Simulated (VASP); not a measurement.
Here is a VASP 6.6.1 calculation.

INCAR

```
  PREC = Accurate
  ENCUT = 600
  EDIFF = 1E-7
  ISMEAR = 1
  SIGMA = 0.15
  LREAL = F
  LASPH = T
  NELM = 100
  ALGO = Normal
  ISIF = 3
  LWAVE = F
  LCHARG = F
  GGA = PS
  IBRION = 2
  NSW = 80
  EDIFFG = -0.01
```

File KPOINTS:

```
Automatic mesh
0
Gamma
  10 10 3
```

POSCAR

```
Cu
1.0
    2.5307640000      0.0000000000      0.0000000000
   -1.2653820000      2.1917060000      0.0000000000
    0.0000000000      0.0000000000      8.2618150000
Cu
4
Direct
    0.0000000000      0.0000000000      0.0000000000
    0.3333333333      0.6666666667      0.2500000000
    0.0000000000      0.0000000000      0.5000000000
    0.6666666667      0.3333333333      0.7500000000
```

Potentials or basis: VASP PAW PBE potentials, release 64 (Cu).

Command:

```sh
$ cat potpaw_PBE.64/Cu/POTCAR > POTCAR
$ mpirun -np 1 vasp_std > vasp.out
```

Problem. What does it give for the relaxed cell?

Solution. a = 2.533 Å, b = 2.533 Å, c = 8.199 Å, α = 90.00°, β = 90.00°, γ = 120.00°.

Problem. Predict the space group after relaxing (to 0.05 Å).

Solution. P6_3/mmc (No. 194).

Problem. Estimate the relaxed volume.

Solution. 11.39 Å³/atom.

Final structure:
```
Cu
1.0
     2.53259    0.00000    0.00000
    -1.26629    2.19329    0.00000
     0.00000    0.00000    8.19919
Cu
4
Direct
  0.00000 0.00000 0.00000
  0.33333 0.66667 0.25000
  0.00000 0.00000 0.50000
  0.66667 0.33333 0.75000
```

Caveat: the PAW data sets were made with another functional, which shifts forces and pressure a little.
